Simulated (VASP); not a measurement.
# SnSe (Fm-3m) in VASP: a series of runs, part 2 of 2

VASP 6.6.1.

### Step 5. Single point, r2SCAN, collinear spin

This run uses another cell than the first one, of 25.63 Å³/atom.

Contents of POSCAR:

```
SnSe
1.0
    0.0000000000      2.9485541872      2.9485541872
    2.9485541872      0.0000000000      2.9485541872
    2.9485541872      2.9485541872      0.0000000000
Sn Se
1 1
Direct
    0.0000000000      0.0000000000      0.0000000000
    0.5000000000      0.5000000000      0.5000000000
```

Contents of INCAR.step1:

```
SYSTEM = SnSe
PREC = Accurate
ENCUT = 520
ISMEAR = 0
SIGMA = 0.02
LREAL = .FALSE.
LASPH = .TRUE.
NELM = 150
ISPIN = 2
MAGMOM = 0.5 0
NBANDS = 21
GGA = PE
ALGO = Normal
EDIFF = 1E-4
LWAVE = .TRUE.
LCHARG = .FALSE.
```

Contents of INCAR.step2:

```
SYSTEM = SnSe
PREC = Accurate
ENCUT = 520
EDIFF = 1E-7
ISMEAR = 0
SIGMA = 0.02
LREAL = .FALSE.
LASPH = .TRUE.
NELM = 150
ALGO = Normal
ISIF = 2
LWAVE = .FALSE.
LCHARG = .FALSE.
ISPIN = 2
MAGMOM = 0.5 0
LORBIT = 11
METAGGA = R2SCAN
LMIXTAU = .TRUE.
NBANDS = 21
ISTART = 1
```

Contents of KPOINTS:

```
regular mesh
0
G
  8 8 8
  0 0 0
```

On the command line:

```bash
cat potpaw_PBE.64/Sn_d/POTCAR potpaw_PBE.64/Se/POTCAR > POTCAR
cp INCAR.step1 INCAR
mpirun -np 1 vasp_std > vasp.out
cp INCAR.step2 INCAR
mpirun -np 1 vasp_std > vasp.out
```

Wall time 5.7 min (1 thread of Intel Xeon 8259CL, shared host); peak memory 0.24 GiB.

It converged, with:

| Property | Result |
| --- | --- |
| Free energy | -39.8442 eV |
| Pressure | 3.6 GPa |
| Band gap on the k mesh | 0.72 eV (least direct gap 0.76 eV) |
| Net moment | 0.00 μB per cell |
| Valence electrons inside the program's atomic spheres | Sn 12.09; Se 3.87 |

Levels at points of the mesh, in eV from the valence-band top:
Spin up:
| k point | band 6 | band 7 | band 8 | band 9 | band 10 | band 11 | band 12 | band 13 | band 14 | band 15 |
| --- | --- | --- | --- | --- | --- | --- | --- | --- | --- | --- |
| (0.00, 0.00, 0.00) | -15.15 | -4.99 | -2.80 | -2.80 | -2.80 | 4.64 | 4.64 | 4.64 | 5.99 | 5.99 |
| (0.50, 0.00, 0.00) | -14.03 | -8.89 | -2.51 | -2.51 | 0.00 | 0.76 | 1.12 | 1.12 | 8.79 | 10.60 |
| (0.50, 0.50, 0.00) | -13.66 | -6.37 | -6.33 | -4.39 | -4.39 | 2.93 | 5.87 | 5.87 | 6.62 | 10.84 |
Spin down:
```csv
k point,band 8,band 9,band 10,band 11,band 12,band 13
"(0.00, 0.00, 0.00)",-2.80,-2.80,-2.80,4.64,4.64,4.64
"(0.50, 0.00, 0.00)",-2.51,-2.51,0.00,0.76,1.12,1.12
"(0.50, 0.50, 0.00)",-6.33,-4.39,-4.39,2.93,5.87,5.87
```

Caveat: the cell stands under pressure; the PAW data sets were made with another functional, which shifts forces and pressure a little; spin-orbit coupling is left out, which moves the levels of the heavy elements. A k mesh can miss the band edges.

### Step 6. Single point, r2SCAN, collinear spin

This run uses another cell than the first one, of 26.18 Å³/atom.

Contents of POSCAR:

```
SnSe
1.0
    0.0000000000      2.9693193375      2.9693193375
    2.9693193375      0.0000000000      2.9693193375
    2.9693193375      2.9693193375      0.0000000000
Sn Se
1 1
Direct
    0.0000000000      0.0000000000      0.0000000000
    0.5000000000      0.5000000000      0.5000000000
```

Contents of INCAR.step1:

```
SYSTEM = SnSe
  PREC = Accurate
  ENCUT = 520
  ISMEAR = 0
  SIGMA = 0.02
  LREAL = .False.
  LASPH = .True.
  NELM = 150
  ISPIN = 2
  MAGMOM = 0.5 0
  NBANDS = 21
  GGA = PE
  ALGO = Normal
  EDIFF = 1E-4
  LWAVE = .True.
  LCHARG = .False.
```

Contents of INCAR.step2:

```
SYSTEM = SnSe
  PREC = Accurate
  ENCUT = 520
  EDIFF = 1E-6
  ISMEAR = 0
  SIGMA = 0.02
  LREAL = .False.
  LASPH = .True.
  NELM = 150
  ALGO = Normal
  ISIF = 2
  LWAVE = .False.
  LCHARG = .True.
  ISPIN = 2
  MAGMOM = 0.5 0
  LORBIT = 11
  METAGGA = R2SCAN
  LMIXTAU = .True.
  LELF = .True.
  LVHAR = .True.
  NBANDS = 21
  ISTART = 1
```

Contents of KPOINTS:

```
regular mesh
0
Gamma
  8 8 8
  0 0 0
```

Potentials or basis: VASP PAW PBE potentials, release 64 (Sn_d, Se).

On the command line:

```bash
cat potpaw_PBE.64/Sn_d/POTCAR potpaw_PBE.64/Se/POTCAR > POTCAR
cp INCAR.step1 INCAR
mpirun -np 1 vasp_std > vasp.out
cp INCAR.step2 INCAR
mpirun -np 1 vasp_std > vasp.out
```

It took 5.4 min on 1 thread of Intel Xeon 8259CL, shared host; peak memory 0.24 GiB.

The run converged. Its results:

| Item | Value |
| --- | --- |
| Free energy | -39.8644 eV |
| Pressure | 2.2 GPa |
| Band gap on the k mesh | 0.65 eV |
| Net moment | 0.00 μB per cell |
| Valence electrons inside the program's atomic spheres | Sn 12.07; Se 3.86 |

Levels at points of the mesh, in eV from the valence-band top:
Spin up:
```csv
k point,band 6,band 7,band 8,band 9,band 10,band 11,band 12,band 13,band 14,band 15
"(0.00, 0.00, 0.00)",-15.00,-5.08,-2.75,-2.75,-2.75,4.54,4.54,4.54,6.01,6.01
"(0.50, 0.00, 0.00)",-13.93,-8.78,-2.47,-2.47,0.00,0.65,1.13,1.13,8.72,10.56
"(0.50, 0.50, 0.00)",-13.59,-6.34,-6.23,-4.29,-4.29,2.99,5.73,5.73,6.46,10.76
```
Spin down:
```
           k point  band 8  band 9  band 10  band 11  band 12  band 13
(0.00, 0.00, 0.00)   -2.75   -2.75    -2.75     4.54     4.54     4.54
(0.50, 0.00, 0.00)   -2.47   -2.47     0.00     0.65     1.13     1.13
(0.50, 0.50, 0.00)   -6.23   -4.29    -4.29     2.99     5.73     5.73
```

Caveat: the PAW data sets were made with another functional, which shifts forces and pressure a little; spin-orbit coupling is left out, which moves the levels of the heavy elements. A k mesh can miss the band edges.

### Step 7. The runs side by side

| level | spin | cell | k mesh | cutoff (eV) | smearing | grid for exact exchange (PRECFOCK) | share of exact exchange | gap on the mesh (eV) | pressure (GPa) | moment (μB) |
| --- | --- | --- | --- | --- | --- | --- | --- | --- | --- | --- |
| b88 exchange, pbe correlation | collinear | a = 3.952 Å, angles 60.0°, 2 atoms | 8 × 8 × 8 | 500 | fermi-dirac 0.1 eV | - | - | 0.53 | 19.7 | 0.00 |
| PBE | off | a = 4.257 Å, angles 60.0°, 2 atoms | 4 × 4 × 4 | 520 | fermi-dirac 0.05 eV | - | - | 0.57 | -0.4 | - |
| PBE0 | off | a = 4.257 Å, angles 60.0°, 2 atoms | 4 × 4 × 4 | 520 | fermi-dirac 0.05 eV | Normal | 0.25 | 1.05 | -2.0 | - |
| r2SCAN | collinear | a = 4.170 Å, angles 60.0°, 2 atoms | 8 × 8 × 8 | 520 | gaussian 0.02 eV | - | - | 0.72 | 3.6 | 0.00 |
| r2SCAN | collinear | a = 4.199 Å, angles 60.0°, 2 atoms | 8 × 8 × 8 | 520 | gaussian 0.02 eV | - | - | 0.65 | 2.2 | 0.00 |

Alike in all rows: task single point; potentials or basis VASP PAW PBE potentials, release 64 (Sn_d, Se).

Caveats: some runs use coarse meshes; spin-orbit coupling is left out, which moves the levels of the heavy elements; the PAW data sets were made with another functional, which shifts forces and pressure a little (at least some runs); the cell stands under pressure (at least some runs).

Total energies depend on the potentials used, so only differences within one code and one set of settings carry meaning.
